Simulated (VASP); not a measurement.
Set up this calculation in VASP 6.6.1, as the native input.

```yaml
Task: single point
Functional: PBE
Potentials_or_basis: VASP PAW PBE potentials, release 64 (Cd, In_d, S)
Cutoff: 520 eV
k_mesh: 12 × 12 × 6
Occupations: gaussian, width 0.15 eV
Spin: no spin polarisation
Dipole_correction: no
Further_INCAR_settings: ALGO = Normal; EDIFF = 1e-06; NBANDS = 26
```

The structure of CdInS2 lies in POSCAR:

```
CdInS2
1.0
    4.1697266610      0.0000000000      0.0000000000
   -2.0848633305      3.6110892153      0.0000000000
    0.0000000000      0.0000000000      5.8697242207
Cd In S
1 1 2
Direct
    0.0000000000      0.0000000000      0.0000000000
    0.0000000000      0.0000000000      0.5000000000
    0.6666666667      0.3333333333      0.7456400186
    0.3333333333      0.6666666667      0.2543599814
```

This cell differs from its parent crystal: atoms shifted along a free coordinate, c/a of the conventional cell at fixed volume 1.4077.

One way to write it, as run:

INCAR

```
ALGO = Normal
EDIFF = 1E-6
ENCUT = 520
GGA = PE
ISIF = 2
ISMEAR = 0
LASPH = T
LCHARG = F
LREAL = F
LWAVE = F
NBANDS = 26
NELM = 80
PREC = Accurate
SIGMA = 0.15
```

KPOINTS

```
k-points
0
Gamma
  12 12 6
```

Potentials or basis: VASP PAW PBE potentials, release 64 (Cd, In_d, S).

Command:

```console
$ cat potpaw_PBE.64/Cd/POTCAR potpaw_PBE.64/In_d/POTCAR potpaw_PBE.64/S/POTCAR > POTCAR
$ mpirun -np 1 vasp_std > vasp.out
```

Results of the run:

```json
{
  "Pressure": "2.7 GPa",
  "Largest force": "0.462 eV/Å",
  "Band gap on the k mesh": "zero (an odd number of electrons rules out a gap without spin polarisation)"
}
```

Caveat: the stress differs along the axes, from -2 to 12 GPa; spin-orbit coupling is left out, which moves the levels of the heavy elements; an odd number of electrons without spin polarisation forces a metal; a magnetic or distorted state may lie lower.

Wall time 76 s on 1 thread of Intel(R) Xeon(R) 6975P-C (Granite Rapids), on a shared host, peak memory 0.37 GiB.
